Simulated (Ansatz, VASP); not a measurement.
NbCl in VASP and in Ansatz

```xyz
4
Lattice="3.8855 0.0000 0.0000 0.0000 3.8855 0.0000 0.0000 0.0000 4.9108" Properties=species:S:1:pos:R:3 pbc="T T T"
Nb    0.0000    1.9428    1.7651
Nb    1.9428    0.0000    3.1458
Cl    0.0000    0.0000    0.0000
Cl    1.9428    1.9428    0.0000
```

Alike in both runs: functional PBE; k mesh 12 × 12 × 10; occupations gaussian, width 0.1 eV; no spin polarisation.

Ansatz relaxed the structure, and its values are those at the end. VASP's run is a single point on that final structure, the one shown.

|  | VASP | Ansatz |
| --- | --- | --- |
| version | VASP 6.6.1 | Ansatz 0.2.0 |
| potentials or method | VASP PAW PBE potentials, release 64 (Nb_sv, Cl), cutoff 520 eV | scalar-relativistic, plane waves, PAW |
| valence electrons in the cell | 40 | 40 |

```tsv
	VASP	Ansatz	Ansatz less VASP
gap on the k mesh at the Fermi level (eV)	none	none	-
pressure (GPa)	-0.2	0.0	+0.19
rms of the force components (eV/Å)	0.003	0.001	-0.0019
```

A gap of «none» marks a metal or a gap that the smearing closes. The functional is the same, so the differences come from potentials, cutoffs and numerics.
